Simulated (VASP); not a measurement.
# Si3O2 (P4mm) in VASP: notebook, part 3 of 3

VASP 6.6.1. Earlier steps stand in the parts before.

### 6 Single point, PBE, collinear spin, ferromagnetic start

File INCAR:

```
SYSTEM = Si3O2
PREC = Accurate
ENCUT = 520
EDIFF = 1E-7
ISMEAR = 0
SIGMA = 0.1
LREAL = .FALSE.
LASPH = .TRUE.
NELM = 150
ALGO = Normal
ISIF = 2
LWAVE = .FALSE.
LCHARG = .TRUE.
ISPIN = 2
MAGMOM = 0 0 0 1 1
LORBIT = 11
GGA = PE
LELF = .TRUE.
LVHAR = .TRUE.
NBANDS = 24
```

File KPOINTS:

```
regular mesh
0
G
  6 6 4
  0 0 0
```

File POSCAR:

```
Si3O2
1.0
    3.3673109743      0.0000000000      0.0000000000
    0.0000000000      3.3673109743      0.0000000000
    0.0000000000      0.0000000000      5.4959518617
Si O
3 2
Direct
    0.5000000000      0.5000000000      0.3316117160
    0.5000000000      0.5000000000      0.9023412393
    0.0000000000      0.0000000000      0.7214258972
    0.5000000000      0.0000000000      0.4336281237
    0.0000000000      0.5000000000      0.4336281237
```

Potentials or basis: VASP PAW PBE potentials, release 64 (Si, O).

The run is started by

```console
cat potpaw_PBE.64/Si/POTCAR potpaw_PBE.64/O/POTCAR > POTCAR
mpirun -np 1 vasp_std > vasp.out
```

OUTCAR:

```text
SYSTEM = Si3O2
   PREC = Accurate
   ENCUT = 520
   EDIFF = 1E-7
   ISMEAR = 0
   LREAL = .FALSE.
   LASPH = .TRUE.
   NELM = 150
   ISIF = 2
   ISPIN = 2
   LORBIT = 11
   GGA = PE

 ion  position               nearest neighbor table
   1  0.500  0.500  0.332-   4 1.77   5 1.77   4 1.77   5 1.77   2 2.36   2 3.14
   2  0.500  0.500  0.902-   1 2.36   3 2.58   3 2.58   3 2.58   3 2.58   1 3.14
   3  0.000  0.000  0.721-   4 2.31   5 2.31   5 2.31   4 2.31   2 2.58   2 2.58   2 2.58   2 2.58

   4  0.500  0.000  0.434-   1 1.77   1 1.77   3 2.31   3 2.31
   5  0.000  0.500  0.434-   1 1.77   1 1.77   3 2.31   3 2.31

  LATTYP: Found a simple tetragonal cell.
 ALAT       =     3.3673109743
 C/A-ratio  =     1.6321485909

  Lattice vectors:

 A1 = (   3.3673109743,   0.0000000000,   0.0000000000)
 A2 = (   0.0000000000,   3.3673109743,   0.0000000000)
 A3 = (   0.0000000000,   0.0000000000,   5.4959518617)

[... 1510 lines left out ...]
  FORCE on cell =-STRESS in cart. coord.  units (eV):
  Direction    XX          YY          ZZ          XY          YZ          ZX
  --------------------------------------------------------------------------------------
  -------------------------------------------------------------------------------------
  Total        0.0910955      0.0910955      0.0368351      0.0000000      0.0000000     -0.0000000
  in kB        2.3420594      2.3420594      0.9470281      0.0000000      0.0000000     -0.0000000
  external PRESSURE =       1.8770490 kB  Pullay stress =       0.0000000 kB

 VOLUME and BASIS-vectors are now :
 -----------------------------------------------------------------------------
  energy-cutoff  :      520.00
  volume of cell :       62.32
      direct lattice vectors                 reciprocal lattice vectors
     3.367310974  0.000000000  0.000000000     0.296972869  0.000000000  0.000000000
     0.000000000  3.367310974  0.000000000     0.000000000  0.296972869  0.000000000
     0.000000000  0.000000000  5.495951862     0.000000000  0.000000000  0.181952103

 POSITION                                       TOTAL-FORCE (eV/Angst)
 -----------------------------------------------------------------------------------
      1.68366      1.68366      1.82252        -0.000000      0.000000     -0.051005
      1.68366      1.68366      4.95922        -0.000000      0.000000      0.001444
      0.00000      0.00000      3.96492        -0.000000      0.000000      0.017338
      1.68366      0.00000      2.38320        -0.000000      0.000000      0.016112
      0.00000      1.68366      2.38320         0.000000     -0.000000      0.016112
 -----------------------------------------------------------------------------------
    total drift:                                0.000000      0.000000     -0.000306

  FREE ENERGIE OF THE ION-ELECTRON SYSTEM (eV)
  ---------------------------------------------------
  free  energy   TOTEN  =       -30.5127210343 eV

  energy  without entropy=      -30.5047402370  energy(sigma->0) =      -30.50873064

 total charge

# of ion       s       p       d       tot
------------------------------------------
    1        0.642   0.839   0.000   1.481
    2        0.796   0.848   0.000   1.644
    3        0.827   0.626   0.000   1.453
    4        1.569   3.562   0.000   5.131
    5        1.569   3.562   0.000   5.131
--------------------------------------------------
tot          5.403   9.437   0.000  14.840

 magnetization (x)

# of ion       s       p       d       tot
------------------------------------------
    1        0.000   0.000   0.000   0.000
    2       -0.000  -0.000   0.000  -0.000
    3        0.000  -0.000   0.000   0.000
    4       -0.000  -0.000   0.000  -0.000
    5       -0.000  -0.000   0.000  -0.000
--------------------------------------------------
tot         -0.000  -0.000   0.000  -0.000
```

OSZICAR:

```text
N       E                     dE             d eps       ncg     rms          rms(c)
DAV:   1     0.791428077636E+02    0.79143E+02   -0.11343E+04  2880   0.902E+02
DAV:   2    -0.270871589008E+02   -0.10623E+03   -0.10077E+03  3560   0.185E+02
DAV:   3    -0.325266688620E+02   -0.54395E+01   -0.54073E+01  3824   0.405E+01
DAV:   4    -0.325617037747E+02   -0.35035E-01   -0.35031E-01  3312   0.379E+00
DAV:   5    -0.325620230210E+02   -0.31925E-03   -0.31924E-03  3800   0.355E-01    0.146E+01
DAV:   6    -0.304793749464E+02    0.20826E+01   -0.86441E+00  3336   0.200E+01    0.609E+00
DAV:   7    -0.305313075370E+02   -0.51933E-01   -0.88812E-01  3408   0.511E+00    0.268E+00
DAV:   8    -0.305123125969E+02    0.18995E-01   -0.73861E-02  3576   0.171E+00    0.130E+00
DAV:   9    -0.305115346332E+02    0.77796E-03   -0.92099E-03  3456   0.554E-01    0.460E-01
DAV:  10    -0.305122970369E+02   -0.76240E-03   -0.37587E-03  3680   0.352E-01    0.183E-01
DAV:  11    -0.305125446782E+02   -0.24764E-03   -0.38313E-04  3416   0.110E-01    0.106E-01
DAV:  12    -0.305126762420E+02   -0.13156E-03   -0.15257E-04  3408   0.725E-02    0.376E-02
DAV:  13    -0.305127110904E+02   -0.34848E-04   -0.23488E-05  3496   0.245E-02    0.996E-03
DAV:  14    -0.305127183947E+02   -0.73043E-05   -0.79205E-06  3464   0.141E-02    0.486E-03
DAV:  15    -0.305127203037E+02   -0.19089E-05   -0.13300E-06  3552   0.594E-03    0.254E-03
DAV:  16    -0.305127209921E+02   -0.68845E-06   -0.67779E-07  3368   0.383E-03    0.940E-04
DAV:  17    -0.305127210343E+02   -0.42180E-07   -0.55616E-08  3248   0.117E-03
   1 F= -.30512721E+02 E0= -.30508731E+02  d E =-.798080E-02  mag=     0.0000
```

Run time: 42 s. Hardware: 1 thread of Intel Xeon 6975P-C (Granite Rapids), shared host; peak memory 0.23 GiB.

What came out:

```
Free energy                                           : -30.5127 eV
Pressure                                              : 0.2 GPa
Largest force                                         : 0.051 eV/Å
Band gap on the k mesh                                : zero (filled and empty bands overlap)
Net moment                                            : 0.00 μB per cell
Valence electrons inside the program's atomic spheres : Si 1.48, 1.64, 1.45; O 5.13
```

Forces on the atoms (eV/Å):
```
Si   0.000  0.000 -0.051
Si   0.000  0.000  0.001
Si   0.000  0.000  0.017
O    0.000  0.000  0.016
O    0.000  0.000  0.016
```

Stress tensor (GPa, compression positive):
```
0.23 0.00 0.00
0.00 0.23 0.00
0.00 0.00 0.09
```

### 7 Summary

```tsv
task	spin	cell	k mesh	cutoff (eV)	gap on the mesh (eV)	pressure (GPa)	moment (μB)	largest force (eV/Å)
relaxation of cell and atoms	off	relaxed from a = 3.378, b = 3.378, c = 5.455 Å, 5 atoms	6 × 6 × 4	600	none	-0.1	-	0.02
single point	off	a = 3.368, b = 3.368, c = 5.478 Å, 5 atoms	12 × 12 × 8	520	none	0.0	-	0.04
single point	collinear, ferromagnetic start	a = 4.501, b = 4.501, c = 3.336 Å, 5 atoms	4 × 4 × 6	520	none	53.5	0.00	0.33
single point	collinear, ferromagnetic start	a = 3.367, b = 3.367, c = 5.496 Å, 5 atoms	6 × 6 × 4	520	none	0.2	0.00	0.05
```

Alike in all rows: level PBE; potentials or basis VASP PAW PBE potentials, release 64 (Si, O); smearing gaussian 0.1 eV.

Total energies depend on the potentials used, so only differences within one code and one set of settings carry meaning.
